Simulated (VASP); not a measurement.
Wanted: the native input for a VASP 6.6.1 run.

```yaml
Task: single point
Functional: PBE
Potentials_or_basis: VASP PAW PBE potentials, release 64 (Ti_sv, Nb_sv, Te)
Cutoff: 520 eV
k_mesh: 4 × 4 × 3
Occupations: gaussian, width 0.2 eV
Spin: no spin polarisation
Dipole_correction: no
Further_INCAR_settings: ALGO = Normal; EDIFF = 1e-06; NBANDS = 40
```

The structure of TiNb2Te4 lies in POSCAR:

```
TiNb2Te4
1.0
    7.2799308135     -1.8821728732      0.3562112633
    7.2799308135      1.8821728732      0.3562112633
   -2.5908445643      0.0000000000      6.0988108569
Ti Nb Te
1 2 4
Direct
    0.0000000000      0.0000000000      0.0000000000
    0.2404283408      0.2404283408      0.3108750054
    0.7595716592      0.7595716592      0.6891249946
    0.4060470808      0.4060470808      0.6797114736
    0.5939529192      0.5939529192      0.3202885264
    0.8510767565      0.8510767565      0.1593186351
    0.1489232435      0.1489232435      0.8406813649
```

The input as run:

INCAR

```
SYSTEM = TiNb2Te4
PREC     = Accurate       ! precision mode
ENCUT    = 520            ! plane-wave cutoff, eV
EDIFF    = 1E-6           ! SCF threshold, eV
ISMEAR   = 0              ! smearing method
SIGMA    = 0.2            ! smearing width, eV
LREAL    = .False.        ! projectors in reciprocal space
LASPH    = .True.         ! aspherical terms in the spheres
NELM     = 100            ! most SCF steps
ALGO     = Normal         ! electronic algorithm
ISIF     = 2              ! what is computed and relaxed
LWAVE    = .False.        ! write WAVECAR
LCHARG   = .True.         ! write CHGCAR
GGA      = PE             ! functional
LELF     = .True.         ! ELF
LVHAR    = .True.       
NBANDS   = 40             ! bands
```

KPOINTS

```
regular mesh
0
Gamma
  4 4 3
  0 0 0
```

Potentials or basis: VASP PAW PBE potentials, release 64 (Ti_sv, Nb_sv, Te).

Command:

```sh
$ cat potpaw_PBE.64/Ti_sv/POTCAR potpaw_PBE.64/Nb_sv/POTCAR potpaw_PBE.64/Te/POTCAR > POTCAR
$ mpirun -np 1 vasp_std > vasp.out
```

Results of the run:

```yaml
Pressure: -0.3 GPa
Largest_force: 0.034 eV/Å
Band_gap_on_the_k_mesh: zero (bands 31 and 32 overlap by 0.52 eV)
```

Caveat: the k points lie up to 0.43 Å⁻¹ apart, too coarse for converged energies and pressures of a metal; spin-orbit coupling is left out, which moves the levels of the heavy elements.

Wall time 5.7 min on 1 thread of Intel(R) Xeon(R) Platinum 8488C (Sapphire Rapids), with other jobs on the host, peak memory 0.43 GiB.
